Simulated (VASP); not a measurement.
# LiC4 (Cmmm) in VASP: relaxation of cell and atoms with PBE

Aim: the relaxation of cell and atoms of LiC4 with PBE.

Program: VASP 6.6.1. These are calculated values, not measurements. Logs are shortened: lines on timing, memory, paths and dates and some standing lists are left out, and cuts for length are marked.

## Step 1: The cell of the first run

It takes space group Cmmm (No. 65, orthorhombic). The conventional cell has a = 7.432 Å, b = 7.432 Å, c = 3.416 Å, α = 90.00°, β = 90.00°, γ = 90.00°. Within 3.0 Å of Li (site symmetry mmm) lie 6 C at 2.24 to 2.27 Å. C (site symmetry 2mm) has 1 Li at 2.27 Å and 1 C at 2.90 Å within 3.0 Å. Within 3.0 Å of C (site symmetry m2m) lie 2 Li at 2.24 Å and 1 C at 2.90 Å.

## Step 2: Relaxation of cell and atoms, PBE (atoms taken out)

File INCAR:

```
SYSTEM = LiC4
PREC = Accurate
ENCUT = 910
EDIFF = 1E-7
ISMEAR = 0
SIGMA = 0.1
LREAL = .FALSE.
LASPH = .TRUE.
NELM = 120
ALGO = Normal
ISIF = 3
LWAVE = .FALSE.
LCHARG = .FALSE.
GGA = PE
IBRION = 2
NSW = 90
EDIFFG = -0.04
GGA_COMPAT = .FALSE.
NELMIN = 4
```

File KPOINTS:

```
Automatic mesh
0
G
  4 4 6
  0 0 0
```

File POSCAR:

```
LiC4
1.0
    3.7160365700     -3.7160365700      0.0000000000
    3.7160365700      3.7160365700      0.0000000000
    0.0000000000      0.0000000000      3.4159250600
Li C
1 4
Direct
    0.0000000000      0.0000000000      0.0000000000
    0.6950000000      0.3050000000      0.0000000000
    0.3050000000      0.6950000000      0.0000000000
    0.8050000000      0.8050000000      0.5000000000
    0.1950000000      0.1950000000      0.5000000000
```

Potentials or basis: VASP PAW PBE potentials, release 64 (Li_sv, C_h).

The run is started by

```console
$ cat potpaw_PBE.64/Li_sv/POTCAR potpaw_PBE.64/C_h/POTCAR > POTCAR
$ mpirun -np 1 vasp_std > vasp.out
```

OUTCAR:

```text
SYSTEM = LiC4
   PREC = Accurate
   ENCUT = 910
   EDIFF = 1E-7
   ISMEAR = 0
   LREAL = .FALSE.
   LASPH = .TRUE.
   NELM = 120
   ISIF = 3
   GGA = PE
   IBRION = 2
   NSW = 90
   EDIFFG = -0.04
   NELMIN = 4

 ion  position               nearest neighbor table
   1  0.000  0.000  0.000-
   2  0.695  0.305  0.000-
   3  0.305  0.695  0.000-
   4  0.805  0.805  0.500-
   5  0.195  0.195  0.500-

  LATTYP: Found a simple tetragonal cell.
 ALAT       =     5.2552693156
 C/A-ratio  =     0.6500000009

  Lattice vectors:

 A1 = (   3.7160365700,  -3.7160365700,   0.0000000000)
 A2 = (   3.7160365700,   3.7160365700,   0.0000000000)
 A3 = (   0.0000000000,   0.0000000000,   3.4159250600)

Analysis of symmetry for initial positions (statically):
=====================================================================
 Subroutine PRICEL returns:
 Original cell was already a primitive cell.

 Routine SETGRP: Setting up the symmetry group for a
 simple tetragonal supercell.

 Subroutine GETGRP returns: Found  8 space group operations
 (whereof  8 operations were pure point group operations)
 out of a pool of 16 trial point group operations.

The static configuration has the point symmetry D_2h.

Analysis of symmetry for dynamics (positions and initial velocities):
=====================================================================
 Subroutine PRICEL returns:
 Original cell was already a primitive cell.

 Routine SETGRP: Setting up the symmetry group for a
 simple tetragonal supercell.

 Subroutine GETGRP returns: Found  8 space group operations
 (whereof  8 operations were pure point group operations)
 out of a pool of 16 trial point group operations.

The dynamic configuration has the point symmetry D_2h.

 Subroutine INISYM returns: Found  8 space group operations
 (whereof  8 operations are pure point group operations),
 and found     1 'primitive' translations

----------------------------------------------------------------------------------------

                                     Primitive cell

  volume of cell :      94.3405

  direct lattice vectors                    reciprocal lattice vectors
     3.716036570 -3.716036570  0.000000000     0.134551959 -0.134551959  0.000000000
     3.716036570  3.716036570  0.000000000     0.134551959  0.134551959  0.000000000
     0.000000000  0.000000000  3.415925060     0.000000000  0.000000000  0.292746469

  length of vectors
     5.255269316  5.255269316  3.415925060     0.190285205  0.190285205  0.292746469

  position of ions in fractional coordinates (direct lattice)
     0.000000000  0.000000000  0.000000000
     0.695000000  0.305000000  0.000000000
     0.305000000  0.695000000  0.000000000
     0.805000000  0.805000000  0.500000000
     0.195000000  0.195000000  0.500000000

  ion indices of the primitive-cell ions
   primitive index   ion index
                 1           1
                 2           2
                 3           3
                 4           4
                 5           5

----------------------------------------------------------------------------------------

 KPOINTS: Automatic mesh

Automatic generation of k-mesh.
 Grid dimensions read from file:
 generate k-points for:    4    4    6

 Generating k-lattice:

  Cartesian coordinates                     Fractional coordinates (reciprocal lattice)
     0.033637990 -0.033637990  0.000000000     0.250000000  0.000000000  0.000000000
     0.033637990  0.033637990  0.000000000     0.000000000  0.250000000  0.000000000
     0.000000000  0.000000000  0.048791078     0.000000000  0.000000000  0.166666667

  Length of vectors
     0.047571301  0.047571301  0.048791078

  Shift w.r.t. Gamma in fractional coordinates (k-lattice)
     0.000000000  0.000000000  0.000000000

 Subroutine IBZKPT returns following result:
 ===========================================

 Found     28 irreducible k-points:

 Following reciprocal coordinates:
            Coordinates               Weight
  0.000000  0.000000  0.000000      1.000000
  0.250000  0.000000  0.000000      4.000000
  0.500000  0.000000  0.000000      2.000000
  0.250000  0.250000  0.000000      2.000000
 -0.250000  0.250000  0.000000      2.000000
  0.500000  0.250000  0.000000      4.000000
[... 16 lines left out ...]
  0.250000  0.000000  0.500000      4.000000
  0.500000  0.000000  0.500000      2.000000
 [... further k-points ...]
   k-points           NKPTS =     28   k-points in BZ     NKDIM =     28   number of bands    NBANDS=     13
   number of dos      NEDOS =    301   number of ions     NIONS =      5
   total plane-waves  NPLWV = 104976
   dimension x,y,z NGX =    54 NGY =   54 NGZ =   36
   dimension x,y,z NGXF=   108 NGYF=  108 NGZF=   72
   ions per type =               1   4
   NGX,Y,Z   is equivalent  to a cutoff of  17.08, 17.08, 17.52 a.u.
   NGXF,Y,Z  is equivalent  to a cutoff of  34.16, 34.16, 35.04 a.u.
 SYSTEM =  LiC4
   PREC   = accura    normal or accurate (medium, high low for compatibility)
   ISTART =      0    job   : 0-new  1-cont  2-samecut
   ICHARG =      2    charge: 1-file 2-atom 10-const
   ISPIN  =      1    spin polarized calculation?
   LNONCOLLINEAR =      F non collinear calculations
   LSORBIT =      F    spin-orbit coupling
   LASPH  =      T    aspherical Exc in radial PAW
   ENCUT  =  910.0 eV  66.88 Ry    8.18 a.u.  12.93 12.93  8.40*2*pi/ulx,y,z
   NELM   =    120;   NELMIN=  4; NELMDL= -5     # of ELM steps
   EDIFF  = 0.1E-06   stopping-criterion for ELM
   LREAL  =      F    real-space projection
   EDIFFG = -.4E-01   stopping-criterion for IOM
   NSW    =     90    number of steps for IOM
   IBRION =      2    ionic relax: 0-MD 1-quasi-New 2-CG
   NFREE  =      1    steps in history (QN), initial steepest desc. (CG)
   ISIF   =      3    stress and relaxation
   ISYM   =      2    0-nonsym 1-usesym 2-fastsym
   POTIM  = 0.5000    time-step for ionic-motion
   TEBEG  =    0.0;   TEEND  =   0.0 temperature during run
   PSTRESS=    0.0 pullay stress
   NELECT =      19.0000    total number of electrons
   NUPDOWN=      -1.0000    fix difference up-down
   EMIN   =  10.00;   EMAX   =-10.00  energy-range for DOS
   EFERMI =   0.00;   METHOD = LEGACY
   ISMEAR =     0;   SIGMA  =   0.10  broadening in eV -4-tet -1-fermi 0-gaus
   EFERMI_NEDOS =   21; number of points for ismear=-14 and -15
   IALGO  =     38    algorithm
   IMIX   =      4    mixing-type and parameters
     AMIX     =   0.40;   BMIX     =  1.00
     AMIX_MAG =   1.60;   BMIX_MAG =  1.00
  volume/ion in A,a.u.               =      18.87       127.33
  Fermi-wavevector in a.u.,A,eV,Ry     =   0.959607  1.813394 12.528857  0.920845
  Thomas-Fermi vector in A             =   2.088818
   LORBIT       =      0    0 simple, 1 ext, 2 COOP (PROOUT), +10 PAW based schemes
   GGA     = PE    functional components
   LHFCALC =     F    Hartree Fock is set to
   AEXX    =    0.0000 exact exchange contribution
   IVDW    =     0    specifies the selected vdW correction
   LEPSILON=     F    determine dielectric tensor
   LRPA    =     F    only Hartree local field effects (RPA)
 conjugate gradient relaxation of ions
 non-spin polarized calculation
 Gauss-broadening in eV      SIGMA  =   0.10
  energy-cutoff  :      910.00
  volume of cell :       94.34
 maximum number of plane-waves:      5912
 NGX is ok and might be reduce to    54
   NGX = 25   NGY = 25   NGZ = 17

--------------------------------------- Ionic step        1  -------------------------------------------

 number of electron      18.9999998 magnetization

 Free energy of the ion-electron system (eV)
  ---------------------------------------------------
  ext. energy  EPLUGINS =         0.00000000
  ---------------------------------------------------
  free energy    TOTEN  =       -14.07456776 eV

  energy without entropy =      -14.04812420  energy(sigma->0) =      -14.06134598

 E-fermi :  -0.8094     XC(G=0):  -8.0795

 val. band max:       -0.8143228911   @ k =   0.2500   0.2500   0.1667
 cond. band min:      -0.7974852324   @ k =   0.5000   0.0000   0.1667
 fundamental gap:      0.0168376587
 Fermi energy:        -0.8093580375

 k-point     1 :       0.0000    0.0000    0.0000
  band No.  band energies     occupation
      1     -44.9459      2.00000
      2     -10.8474      2.00000
      3      -9.0051      2.00000
      4      -8.9383      2.00000
      5      -8.3925      2.00000
      6      -2.7837      2.00000
      7      -2.4550      2.00000
      8      -1.4643      2.00000
      9      -1.1614      2.00000
     10      -0.8406      1.34155
     11       0.0315      0.00000
     12       0.5907      0.00000
[... 1253 lines left out ...]
 k-point    24 :       0.5000    0.0000    0.5000
  band No.  band energies     occupation
      1     -33.2834      2.00000
      2      -7.1919      2.00000
      3      -3.2498      2.00000
      4      -1.3553      2.00000
      5       0.8963      2.00000
      6       5.7372      2.00000
      7       7.3415      2.00000
      8       8.2561      2.00000
      9       8.6796      2.00000
     10      10.5265      2.00000
     11      10.5561      2.00000
     12      11.3648      0.35161
     13      16.4794      0.00000

 [... further k-points ...]

[... ionic steps 4 to 40 ...]

--------------------------------------- Ionic step       41  -------------------------------------------

 number of electron      18.9999999 magnetization

------------------------ aborting loop because EDIFF is reached ----------------------------------------

  FORCE on cell =-STRESS in cart. coord.  units (eV):
  Direction    XX          YY          ZZ          XY          YZ          ZX
  --------------------------------------------------------------------------------------
  -------------------------------------------------------------------------------------
  Total        0.1647089      0.1058438      0.3969913      0.0000000      0.0000000      0.0000000
  in kB        5.5745742      3.5822853     13.4361724      0.0000000      0.0000000      0.0000000
  external PRESSURE =       7.5310107 kB  Pullay stress =       0.0000000 kB
[... 63 lines left out ...]
  energy  without entropy=      -27.7875696764  energy(sigma->0) =      -27.78992971

--------------------------------------- Ionic step       43  -------------------------------------------

 number of electron      19.0000000 magnetization

 Free energy of the ion-electron system (eV)
  ---------------------------------------------------
  ext. energy  EPLUGINS =         0.00000000
  ---------------------------------------------------
  free energy    TOTEN  =       -27.79285969 eV

  energy without entropy =      -27.78822808  energy(sigma->0) =      -27.79054389

 E-fermi :   4.0483     XC(G=0): -10.2227

 val. band max:        4.0250272130   @ k =   0.5000   0.0000   0.0000
 cond. band min:       4.1038849368   @ k =   0.2500   0.0000   0.3333
 fundamental gap:      0.0788577237
 Fermi energy:         4.0482993938

 k-point     1 :       0.0000    0.0000    0.0000
  band No.  band energies     occupation
      1     -40.8877      2.00000
      2     -15.8648      2.00000
      3      -4.4302      2.00000
      4      -4.2989      2.00000
      5      -3.9525      2.00000
      6      -2.7591      2.00000
      7      -1.3985      2.00000
      8       1.7526      2.00000
      9       2.9256      2.00000
     10       5.2577      0.00000
     11       5.9257      0.00000
     12       6.3877      0.00000
[... 401 lines left out ...]
  FREE ENERGIE OF THE ION-ELECTRON SYSTEM (eV)
  ---------------------------------------------------
  free  energy   TOTEN  =       -27.7928596935 eV

  energy  without entropy=      -27.7882280784  energy(sigma->0) =      -27.79054389

 reached required accuracy - stopping structural energy minimisation
```

It took 22 min on 1 thread of AMD EPYC 9R45 (Zen 5), shared host; peak memory 0.33 GiB.

What came out:

```
Free energy                           : -27.7929 eV
Relaxed volume                        : 9.58 Å³/atom
Relaxed cell                          : a = 3.962 Å, b = 3.962 Å, c = 3.083 Å, α = 90.00°, β = 90.00°, γ = 98.24°
Space group after relaxing (to 0.1 Å) : Cmmm (No. 65)
Pressure after relaxing               : 0.0 GPa
Largest force after relaxing          : 0.034 eV/Å
Band gap on the k mesh                : zero (an odd number of electrons rules out a gap without spin polarisation)
```

Forces on the atoms (eV/Å):
```
Li   0.000  0.000  0.000
C    0.000  0.004  0.000
C    0.000 -0.004  0.000
C    0.034  0.000  0.000
C   -0.034  0.000  0.000
```

Final structure:
```
CELL_PARAMETERS angstrom
2.59339 -2.99577 0.00000
2.59339 2.99577 0.00000
0.00000 0.00000 3.08346
ATOMIC_POSITIONS crystal
Li 0.00000 0.00000 0.00000
C 0.62344 0.37656 0.00000
C 0.37656 0.62344 0.00000
C 0.64055 0.64055 0.50000
C 0.35945 0.35945 0.50000
```

Levels at points of the mesh, in eV from the Fermi level:
| k point | band 6 | band 7 | band 8 | band 9 | band 10 | band 11 | band 12 | band 13 |
| --- | --- | --- | --- | --- | --- | --- | --- | --- |
| (0.00, 0.00, 0.00) | -6.81 | -5.45 | -2.30 | -1.12 | 1.21 | 1.88 | 2.34 | 2.50 |
| (0.50, 0.00, 0.00) | -6.76 | -4.39 | -2.00 | -0.02 | 1.10 | 1.49 | 1.71 | 2.50 |
| (0.50, 0.50, 0.00) | -6.71 | -3.33 | -1.90 | 0.80 | 1.32 | 1.58 | 1.93 | 1.99 |
| (0.00, 0.00, 0.50) | -5.24 | -5.21 | -3.42 | -3.12 | 0.78 | 1.34 | 4.58 | 4.66 |
| (0.50, 0.00, 0.50) | -5.26 | -5.17 | -2.71 | -2.15 | 2.21 | 2.43 | 4.10 | 4.55 |
| (0.50, 0.50, 0.50) | -6.38 | -6.25 | -2.65 | -1.54 | 3.69 | 3.73 | 3.91 | 3.92 |

Caveat: the cell differs from its parent crystal (atoms taken out); the cutoff is under 1.25 times the usual one of these potentials, so pressure, stress and relaxed cells hold a basis-set (Pulay) error; the volume moved by over 15 % at a fixed basis, so the end points are rough.
